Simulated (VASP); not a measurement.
GaS5, 6 atoms in the cell. The structure is hexagonal, space group P6/mmm (No. 191). Conventional cell: a = 5.935 Å, b = 5.935 Å, c = 3.827 Å, α = 90.00°, β = 90.00°, γ = 120.00°. Within 4.5 Å of Ga (site symmetry 6/mmm) lie 18 S at 3.43 to 3.53 Å and 2 Ga at 3.83 Å. Within 3.5 Å of S (site symmetry -6m2) lie 9 S at 2.57 to 3.43 Å and 3 Ga at 3.43 Å. Within 3.6 Å of S (site symmetry mmm) lie 8 S at 2.57 to 2.97 Å and 4 Ga at 3.53 Å. The cell was generated, and may not be a known phase.

```yaml
Program: VASP 6.6.1
Task: relaxation of cell and atoms
Functional: PBE
Potentials_or_basis: VASP PAW PBE potentials, release 64 (Ga_d, S)
Cutoff: 600 eV
k_mesh: 6 × 6 × 10
Occupations: gaussian, width 0.1 eV
Spin: no spin polarisation
Dipole_correction: no
Further_INCAR_settings: ALGO = Normal; EDIFF = 1e-07; IBRION = 2; EDIFFG = -0.01; NSW = 100; ISIF = 3
```

Potentials or basis: VASP PAW PBE potentials, release 64 (Ga_d, S).

The run is started by

```sh
$ cat potpaw_PBE.64/Ga_d/POTCAR potpaw_PBE.64/S/POTCAR > POTCAR
$ mpirun -np 1 vasp_std > vasp.out
```

Hardware: 1 thread of Intel Xeon 8259CL, with other jobs on the host.

Question: How long does it take, and how much memory?

Answer: Wall time 23 min on 1 thread of Intel Xeon 8259CL (shared host), peak memory 0.36 GiB. Counts: scf iterations 90, k points 42, ion steps 8.
